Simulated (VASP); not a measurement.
# K2Ge (P4/mmm) in VASP: a series of runs

Runs on K2Ge. Level: PBE. Tasks: single point, relaxation of cell and atoms.

All numbers are computed with VASP 6.6.1; they aren't measurements. Logs are shortened: lines on timing, memory, paths and dates and some standing lists are left out, and cuts for length are marked.

**1. The cell of the first run**

Symmetry: P4/mmm, No. 123, tetragonal system. The conventional cell has a = 4.437 Å, b = 4.437 Å, c = 5.591 Å, α = 90.00°, β = 90.00°, γ = 90.00°. K (site symmetry mmm) has 4 K at 3.14 Å and 4 Ge at 3.57 Å within 4.1 Å. Within 4.7 Å of Ge (site symmetry 4/mmm) lie 8 K at 3.57 Å and 4 Ge at 4.44 Å.

**2. Single point, PBE**

INCAR

```
PREC     = Accurate       # precision mode
ENCUT    = 520            # plane-wave cutoff, eV
EDIFF    = 1E-6           # SCF threshold, eV
ISMEAR   = 0              # smearing method
SIGMA    = 0.1            # smearing width, eV
LREAL    = False          # projectors in reciprocal space
LASPH    = True           # aspherical terms in the spheres
NELM     = 100            # most SCF steps
ALGO     = Fast           # electronic algorithm
ISIF     = 2              # what is computed and relaxed
LWAVE    = False          # write WAVECAR
LCHARG   = False          # write CHGCAR
GGA      = PE             # functional
NBANDS   = 23             # bands
```

KPOINTS

```
regular mesh
0
Gamma
  4 4 4
```

POSCAR

```
K2Ge
1.0
    4.4367343600      0.0000000000      0.0000000000
    0.0000000000      4.4367343600      0.0000000000
    0.0000000000      0.0000000000      5.5908928200
K Ge
2 1
Direct
    0.0000000000      0.5000000000      0.5000000000
    0.5000000000      0.0000000000      0.5000000000
    0.5000000000      0.5000000000      0.0000000000
```

Potentials or basis: VASP PAW PBE potentials, release 64 (K_sv, Ge_d).

The run is started by

```
cat potpaw_PBE.64/K_sv/POTCAR potpaw_PBE.64/Ge_d/POTCAR > POTCAR
mpirun -np 1 vasp_std > vasp.out
```

OUTCAR:

```text
PREC = Accurate
   ENCUT = 520
   EDIFF = 1E-6
   ISMEAR = 0
   LREAL = False
   LASPH = True
   NELM = 100
   ISIF = 2
   GGA = PE

 ion  position               nearest neighbor table
   1  0.000  0.500  0.500-   2 3.14   2 3.14   2 3.14   2 3.14
   2  0.500  0.000  0.500-   1 3.14   1 3.14   1 3.14   1 3.14
   3  0.500  0.500  0.000-

  LATTYP: Found a simple tetragonal cell.
 ALAT       =     4.4367343600
 C/A-ratio  =     1.2601369310

  Lattice vectors:

 A1 = (   4.4367343600,   0.0000000000,   0.0000000000)
 A2 = (   0.0000000000,   4.4367343600,   0.0000000000)
 A3 = (   0.0000000000,   0.0000000000,   5.5908928200)

Analysis of symmetry for initial positions (statically):
=====================================================================
 Subroutine PRICEL returns:
 Original cell was already a primitive cell.

 Routine SETGRP: Setting up the symmetry group for a
 simple tetragonal supercell.

 Subroutine GETGRP returns: Found 16 space group operations
 (whereof 16 operations were pure point group operations)
 out of a pool of 16 trial point group operations.

The static configuration has the point symmetry D_4h.

Analysis of symmetry for dynamics (positions and initial velocities):
=====================================================================
 Subroutine PRICEL returns:
 Original cell was already a primitive cell.

 Routine SETGRP: Setting up the symmetry group for a
 simple tetragonal supercell.

 Subroutine GETGRP returns: Found 16 space group operations
 (whereof 16 operations were pure point group operations)
 out of a pool of 16 trial point group operations.

The dynamic configuration has the point symmetry D_4h.

 Subroutine INISYM returns: Found 16 space group operations
 (whereof 16 operations are pure point group operations),
 and found     1 'primitive' translations

----------------------------------------------------------------------------------------

                                     Primitive cell

  volume of cell :     110.0546

  direct lattice vectors                    reciprocal lattice vectors
     4.436734360  0.000000000  0.000000000     0.225391001  0.000000000  0.000000000
     0.000000000  4.436734360  0.000000000     0.000000000  0.225391001  0.000000000
     0.000000000  0.000000000  5.590892820     0.000000000  0.000000000  0.178862309

  length of vectors
     4.436734360  4.436734360  5.590892820     0.225391001  0.225391001  0.178862309

  position of ions in fractional coordinates (direct lattice)
     0.000000000  0.500000000  0.500000000
     0.500000000  0.000000000  0.500000000
     0.500000000  0.500000000  0.000000000

  ion indices of the primitive-cell ions
   primitive index   ion index
                 1           1
                 2           2
                 3           3

----------------------------------------------------------------------------------------

 KPOINTS: regular mesh

Automatic generation of k-mesh.
 Grid dimensions read from file:
 generate k-points for:    4    4    4

 Generating k-lattice:

  Cartesian coordinates                     Fractional coordinates (reciprocal lattice)
     0.056347750  0.000000000  0.000000000     0.250000000  0.000000000  0.000000000
     0.000000000  0.056347750  0.000000000     0.000000000  0.250000000  0.000000000
     0.000000000  0.000000000  0.044715577     0.000000000  0.000000000  0.250000000

  Length of vectors
     0.056347750  0.056347750  0.044715577

  Shift w.r.t. Gamma in fractional coordinates (k-lattice)
     0.000000000  0.000000000  0.000000000

 Subroutine IBZKPT returns following result:
 ===========================================

 Found     18 irreducible k-points:

 Following reciprocal coordinates:
            Coordinates               Weight
  0.000000  0.000000  0.000000      1.000000
  0.250000  0.000000  0.000000      4.000000
  0.500000  0.000000  0.000000      2.000000
  0.250000  0.250000  0.000000      4.000000
  0.500000  0.250000  0.000000      4.000000
  0.500000  0.500000  0.000000      1.000000
[... 10 lines left out ...]
  0.500000  0.250000  0.500000      4.000000
  0.500000  0.500000  0.500000      1.000000
   k-points           NKPTS =     18   k-points in BZ     NKDIM =     18   number of bands    NBANDS=     23
   number of dos      NEDOS =    301   number of ions     NIONS =      3
   total plane-waves  NPLWV =  54432
   dimension x,y,z NGX =    36 NGY =   36 NGZ =   42
   dimension x,y,z NGXF=    72 NGYF=   72 NGZF=   84
   ions per type =               2   1
   NGX,Y,Z   is equivalent  to a cutoff of  13.49, 13.49, 12.49 a.u.
   NGXF,Y,Z  is equivalent  to a cutoff of  26.98, 26.98, 24.98 a.u.
 SYSTEM =  unknown system
   PREC   = accura    normal or accurate (medium, high low for compatibility)
   ISTART =      0    job   : 0-new  1-cont  2-samecut
   ICHARG =      2    charge: 1-file 2-atom 10-const
   ISPIN  =      1    spin polarized calculation?
[... 70 lines left out ...]
[... 15 lines left out ...]
     22       5.3129      0.00000
     23       5.3352      0.00000

 k-point     2 :       0.2500    0.0000    0.0000
  band No.  band energies     occupation
      1     -30.7119      2.00000
      2     -30.4956      2.00000
      3     -22.8528      2.00000
      4     -22.8513      2.00000
      5     -22.7032      2.00000
      6     -22.7030      2.00000
[... 15 lines left out ...]
     22       5.6196      0.00000
     23       5.6814      0.00000

 k-point     3 :       0.5000    0.0000    0.0000
  band No.  band energies     occupation
      1     -30.6036      2.00000
      2     -30.6035      2.00000
      3     -22.8523      2.00000
      4     -22.8515      2.00000
      5     -22.7035      2.00000
      6     -22.7029      2.00000
[... 15 lines left out ...]
     22       6.2707      0.00000
     23       6.5509      0.00000

 k-point     4 :       0.2500    0.2500    0.0000
  band No.  band energies     occupation
      1     -30.6791      2.00000
      2     -30.5260      2.00000
      3     -22.8523      2.00000
      4     -22.8515      2.00000
      5     -22.7032      2.00000
      6     -22.7032      2.00000
[... 15 lines left out ...]
     22       6.2614      0.00000
     23       7.3349      0.00000

 k-point     5 :       0.5000    0.2500    0.0000
  band No.  band energies     occupation
      1     -30.6013      2.00000
      2     -30.6013      2.00000
      3     -22.8518      2.00000
      4     -22.8516      2.00000
      5     -22.7034      2.00000
      6     -22.7032      2.00000
[... 15 lines left out ...]
     22       5.9902      0.00000
     23       6.9528      0.00000

 k-point     6 :       0.5000    0.5000    0.0000
  band No.  band energies     occupation
      1     -30.5991      2.00000
      2     -30.5991      2.00000
      3     -22.8518      2.00000
      4     -22.8513      2.00000
      5     -22.7034      2.00000
      6     -22.7034      2.00000
[... 15 lines left out ...]
     22       5.8469      0.00000
     23       7.6490      0.00000

 k-point     7 :       0.0000    0.0000    0.2500
  band No.  band energies     occupation
      1     -30.7568      2.00000
      2     -30.4510      2.00000
      3     -22.8533      2.00000
      4     -22.8512      2.00000
      5     -22.7030      2.00000
      6     -22.7030      2.00000
[... 197 lines left out ...]
     22       6.2938      0.00000
     23       6.5534      0.00000

 k-point    15 :       0.5000    0.0000    0.5000
  band No.  band energies     occupation
      1     -30.6035      2.00000
      2     -30.6033      2.00000
      3     -22.8524      2.00000
      4     -22.8515      2.00000
      5     -22.7032      2.00000
      6     -22.7030      2.00000
[... 15 lines left out ...]
     22       6.3661      0.00000
     23       6.3758      0.00000

 k-point    16 :       0.2500    0.2500    0.5000
  band No.  band energies     occupation
      1     -30.6789      2.00000
      2     -30.5259      2.00000
      3     -22.8524      2.00000
      4     -22.8515      2.00000
      5     -22.7031      2.00000
      6     -22.7031      2.00000
[... 15 lines left out ...]
     22       5.8305      0.00000
     23       6.0270      0.00000

 k-point    17 :       0.5000    0.2500    0.5000
  band No.  band energies     occupation
      1     -30.6013      2.00000
      2     -30.6012      2.00000
      3     -22.8519      2.00000
      4     -22.8516      2.00000
      5     -22.7032      2.00000
      6     -22.7031      2.00000
[... 15 lines left out ...]
     22       5.7759      0.00000
     23       6.3486      0.00000

 k-point    18 :       0.5000    0.5000    0.5000
  band No.  band energies     occupation
      1     -30.5990      2.00000
      2     -30.5990      2.00000
      3     -22.8518      2.00000
      4     -22.8513      2.00000
      5     -22.7032      2.00000
      6     -22.7032      2.00000
[... 15 lines left out ...]
     22       5.3791      0.00000
     23       6.4990      0.00000

------------------------ aborting loop because EDIFF is reached ----------------------------------------

  FORCE on cell =-STRESS in cart. coord.  units (eV):
  Direction    XX          YY          ZZ          XY          YZ          ZX
  --------------------------------------------------------------------------------------
  -------------------------------------------------------------------------------------
  Total        2.9499640      2.9499640     -2.3407896      0.0000000      0.0000000     -0.0000000
  in kB       42.9456590     42.9456590    -34.0772812      0.0000000      0.0000000     -0.0000000
  external PRESSURE =      17.2713456 kB  Pullay stress =       0.0000000 kB

 VOLUME and BASIS-vectors are now :
 -----------------------------------------------------------------------------
  energy-cutoff  :      520.00
  volume of cell :      110.05
      direct lattice vectors                 reciprocal lattice vectors
     4.436734360  0.000000000  0.000000000     0.225391001  0.000000000  0.000000000
     0.000000000  4.436734360  0.000000000     0.000000000  0.225391001  0.000000000
     0.000000000  0.000000000  5.590892820     0.000000000  0.000000000  0.178862309

 POSITION                                       TOTAL-FORCE (eV/Angst)
 -----------------------------------------------------------------------------------
      0.00000      2.21837      2.79545         0.000000      0.000000      0.000000
      2.21837      0.00000      2.79545         0.000000      0.000000      0.000000
      2.21837      2.21837      0.00000         0.000000      0.000000      0.000000
 -----------------------------------------------------------------------------------
    total drift:                                0.000000      0.000000      0.000000

  FREE ENERGIE OF THE ION-ELECTRON SYSTEM (eV)
  ---------------------------------------------------
  free  energy   TOTEN  =        -4.7174973554 eV

  energy  without entropy=       -4.7093356471  energy(sigma->0) =       -4.71341650
```

Run time: 1.9 min. Hardware: 1 thread of Intel Xeon Platinum 8488C (Sapphire Rapids), shared host; peak memory 0.24 GiB.

Results:

```
Free energy            : -4.7175 eV
Pressure               : 1.7 GPa
Band gap on the k mesh : zero (band 16 reaches 1.99 eV, above the bottom of band 17 at 0.82 eV)
```

Levels at points of the mesh, in eV from the Fermi level:
```tsv
k point	band 14	band 15	band 16	band 17	band 18	band 19
(0.00, 0.00, 0.00)	-7.43	-0.06	0.01	1.22	1.39	1.39
(0.50, 0.00, 0.00)	-7.04	-1.44	-0.15	1.65	2.31	2.62
(0.50, 0.50, 0.00)	-6.69	-0.77	-0.77	-0.40	2.16	2.64
(0.00, 0.00, 0.50)	-7.18	-1.97	0.76	0.94	0.94	3.22
(0.50, 0.00, 0.50)	-6.97	-1.03	-0.82	1.39	1.41	4.55
(0.50, 0.50, 0.50)	-6.80	-0.24	-0.24	0.08	1.47	2.70
```

**3. Single point, PBE**

This run uses another cell than the first one, of 41.44 Å³/atom, 1.130 times its volume.

INCAR

```
PREC = Accurate
ENCUT = 520
EDIFF = 1E-6
ISMEAR = 0
SIGMA = 0.1
LREAL = False
LASPH = True
NELM = 60
ALGO = Fast
ISIF = 2
LWAVE = False
LCHARG = False
GGA = PE
NBANDS = 23
```

KPOINTS is that of step 2.

POSCAR

```
K2Ge
1.0
    6.1206341274      0.0000000000      0.0000000000
    0.0000000000      6.1206341274      0.0000000000
    0.0000000000      0.0000000000      3.3187623803
K Ge
2 1
Direct
    0.0000000000      0.5000000000      0.5000000000
    0.5000000000      0.0000000000      0.5000000000
    0.5000000000      0.5000000000      0.0000000000
```

Potentials or basis: VASP PAW PBE potentials, release 64 (K_sv, Ge_d).

The run is started by

```
cat potpaw_PBE.64/K_sv/POTCAR potpaw_PBE.64/Ge_d/POTCAR > POTCAR
mpirun -np 1 vasp_std > vasp.out
```

Run time: 2 min. Hardware: 1 thread of Intel Xeon Platinum 8488C (Sapphire Rapids), shared host; peak memory 0.26 GiB.

The run converged. Its results:

```yaml
Free_energy: -5.9995 eV
Pressure: 0.2 GPa
Band_gap_on_the_k_mesh: zero (band 16 reaches 1.64 eV, above the bottom of band 17 at 0.49 eV)
```

Stress tensor (GPa, compression positive):
```
 0.34  0.00  0.00
 0.00  0.34  0.00
 0.00  0.00 -0.09
```

Levels at points of the mesh, in eV from the Fermi level:
```
           k point  band 13  band 14  band 15  band 16  band 17  band 18  band 19  band 20
(0.00, 0.00, 0.00)   -14.75    -8.39    -0.89    -0.89    -0.73     2.24     2.47     3.33
(0.50, 0.00, 0.00)   -14.75    -8.24    -2.12    -0.92     0.92     1.26     2.20     3.60
(0.50, 0.50, 0.00)   -14.75    -8.08    -1.96    -1.96     0.25     2.90     2.90     3.88
(0.00, 0.00, 0.50)   -14.85    -6.56    -2.51    -0.20    -0.20     2.51     2.86     3.82
(0.50, 0.00, 0.50)   -14.86    -6.63    -2.27    -0.07     0.10     2.44     3.07     3.16
(0.50, 0.50, 0.50)   -14.81    -6.69    -2.03     0.42     0.42     1.49     2.84     2.84
```

Caveat: the k points lie up to 0.47 Å⁻¹ apart.

**4. Single point, PBE**

This run uses another cell than the first one, of 43.67 Å³/atom, 1.190 times its volume.

INCAR

```
  PREC = Accurate
  ENCUT = 520
  EDIFF = 1E-6
  ISMEAR = 0
  SIGMA = 0.1
  LREAL = False
  LASPH = True
  NELM = 100
  ALGO = Fast
  ISIF = 2
  LWAVE = False
  LCHARG = False
  GGA = PE
  NBANDS = 23
```

KPOINTS

```
regular mesh
0
Gamma
  4 4 6
```

POSCAR

```
K2Ge
1.0
    6.0936133660      0.0000000000      0.0000000000
    0.0000000000      6.0936133660      0.0000000000
    0.0000000000      0.0000000000      3.5282210930
K Ge
2 1
Direct
    0.0000000000      0.5000000000      0.5000000000
    0.5000000000      0.0000000000      0.5000000000
    0.5000000000      0.5000000000      0.0000000000
```

The run is started by

```
cat potpaw_PBE.64/K_sv/POTCAR potpaw_PBE.64/Ge_d/POTCAR > POTCAR
mpirun -np 1 vasp_std > vasp.out
```

It took 2.6 min on 1 thread of Intel Xeon Platinum 8488C (Sapphire Rapids), shared host; peak memory 0.26 GiB.

The run converged. Its results:

| Quantity | Value |
| --- | --- |
| Free energy | -6.0827 eV |
| Pressure | 0.0 GPa |
| Band gap on the k mesh | zero (band 16 reaches 1.21 eV, above the bottom of band 17 at 0.33 eV) |

Stress tensor (GPa, compression positive):
```
-0.07  0.00  0.00
 0.00 -0.07  0.00
 0.00  0.00  0.18
```

Levels at points of the mesh, in eV from the Fermi level:
| k point | band 13 | band 14 | band 15 | band 16 | band 17 | band 18 | band 19 | band 20 |
| --- | --- | --- | --- | --- | --- | --- | --- | --- |
| (0.00, 0.00, 0.00) | -14.50 | -7.64 | -0.35 | -0.35 | -0.32 | 2.52 | 3.02 | 3.67 |
| (0.50, 0.00, 0.00) | -14.51 | -7.49 | -1.64 | -0.36 | 1.43 | 1.62 | 2.67 | 3.75 |
| (0.50, 0.50, 0.00) | -14.51 | -7.35 | -1.43 | -1.43 | 0.64 | 3.43 | 3.43 | 3.57 |
| (0.00, 0.00, 0.50) | -14.51 | -6.30 | -1.65 | 0.10 | 0.10 | 2.62 | 2.84 | 4.29 |
| (0.50, 0.00, 0.50) | -14.52 | -6.36 | -1.37 | 0.24 | 0.24 | 2.56 | 3.45 | 3.46 |
| (0.50, 0.50, 0.50) | -14.47 | -6.41 | -1.09 | 0.56 | 0.56 | 1.76 | 3.11 | 3.11 |

**5. Relaxation of cell and atoms, PBE**

INCAR

```
PREC = Accurate ; ENCUT = 600
EDIFF = 1E-7 ; ISMEAR = 0
SIGMA = 0.1 ; LREAL = F
LASPH = T ; NELM = 80
ALGO = Normal ; ISIF = 3
LWAVE = F ; LCHARG = F
GGA = PE ; IBRION = 2
NSW = 90 ; EDIFFG = -0.04
```

KPOINTS

```
Automatic mesh
0
Gamma
  4 4 4
```

POSCAR

```
K2Ge
1.0
    4.4367343600      0.0000000000      0.0000000000
    0.0000000000      4.4367343600      0.0000000000
    0.0000000000      0.0000000000      5.5908928200
K Ge
2 1
Direct
    0.0000000000      0.5000000000      0.5000000000
    0.5000000000      0.0000000000      0.5000000000
    0.5000000000      0.5000000000      0.0000000000
```

The run is started by

```
cat potpaw_PBE.64/K_sv/POTCAR potpaw_PBE.64/Ge_d/POTCAR > POTCAR
mpirun -np 1 vasp_std > vasp.out
```

It took 4.9 min on 1 thread of Intel Xeon Platinum 8488C (Sapphire Rapids), shared host; peak memory 0.27 GiB.

Results (log left out):

```yaml
Free_energy: -5.9818 eV
Relaxed_volume: 41.73 Å³/atom
Relaxed_cell: a = 6.152 Å, b = 6.152 Å, c = 3.308 Å, α = 90.00°, β = 90.00°, γ = 90.00°
Space_group_after_relaxing_to_0.05_Å: P4/mmm (No. 123)
Energy_gained_by_relaxing: 421.3 meV/atom
Ionic_steps: 13
Pressure_after_relaxing: 0.1 GPa
Band_gap_on_the_k_mesh: zero (band 16 reaches 1.63 eV, above the bottom of band 17 at 0.46 eV)
```

Stress tensor (GPa, compression positive):
```
 0.14  0.00  0.00
 0.00  0.14  0.00
 0.00  0.00 -0.12
```

The path:
| step | energy change (eV) | largest force (eV/Å) | pressure (GPa) | volume (Å³) |
| --- | --- | --- | --- | --- |
| 1 | 0.0000 | 0.0000 | 1.75 | 110.05 |
| 2 | -0.3231 | 0.0000 | 1.11 | 116.28 |
| 3 | -0.9601 | 0.0000 | 0.05 | 132.70 |
| 4 | -1.1285 | 0.0000 | -1.55 | 150.26 |
| 5 | -1.1055 | 0.0000 | -0.51 | 144.44 |
| 6 | -1.1132 | 0.0000 | -0.56 | 145.16 |
| 7 | -1.1647 | 0.0000 | -1.00 | 148.46 |
| 8 | -1.1331 | 0.0000 | -0.70 | 146.48 |
| 9 | -1.1521 | 0.0000 | -0.84 | 147.54 |
| 10 | -1.2245 | 0.0000 | -0.39 | 136.18 |
| 11 | -1.2523 | 0.0000 | 0.10 | 127.43 |
| 12 | -1.2544 | 0.0000 | 0.33 | 124.24 |
| 13 | -1.2640 | 0.0000 | 0.05 | 125.19 |

Final structure:
```
K Ge
1.0
     6.15177    0.00000    0.00000
     0.00000    6.15177    0.00000
     0.00000    0.00000    3.30809
K Ge
2 1
Direct
  0.00000 0.50000 0.50000
  0.50000 0.00000 0.50000
  0.50000 0.50000 0.00000
```

Levels at points of the mesh, in eV from the Fermi level:
```csv
k point,band 14,band 15,band 16,band 17,band 18,band 19
"(0.00, 0.00, 0.00)",-8.41,-0.92,-0.92,-0.74,2.20,2.44
"(0.50, 0.00, 0.00)",-8.26,-2.13,-0.95,0.89,1.22,2.17
"(0.50, 0.50, 0.00)",-8.11,-1.97,-1.97,0.23,2.84,2.84
"(0.00, 0.00, 0.50)",-6.56,-2.52,-0.20,-0.20,2.52,2.86
"(0.50, 0.00, 0.50)",-6.62,-2.29,-0.07,0.12,2.44,3.05
"(0.50, 0.50, 0.50)",-6.69,-2.05,0.42,0.42,1.50,2.84
```

**6. The runs side by side**

```tsv
task	cell	k mesh	cutoff (eV)	gap on the mesh (eV)	pressure (GPa)
single point	a = 4.437, b = 4.437, c = 5.591 Å, 3 atoms	4 × 4 × 4	520	none	1.7
single point	a = 6.121, b = 6.121, c = 3.319 Å, 3 atoms	4 × 4 × 4	520	none	0.2
single point	a = 6.094, b = 6.094, c = 3.528 Å, 3 atoms	4 × 4 × 6	520	none	0.0
relaxation of cell and atoms	relaxed from a = 4.437, b = 4.437, c = 5.591 Å, 3 atoms	4 × 4 × 4	600	none	0.1
```

Alike in all rows: level PBE; potentials or basis VASP PAW PBE potentials, release 64 (K_sv, Ge_d); no spin polarisation; smearing gaussian 0.1 eV.

Caveats: some runs use coarse meshes.

Total energies depend on the potentials used, so only differences within one code and one set of settings carry meaning.
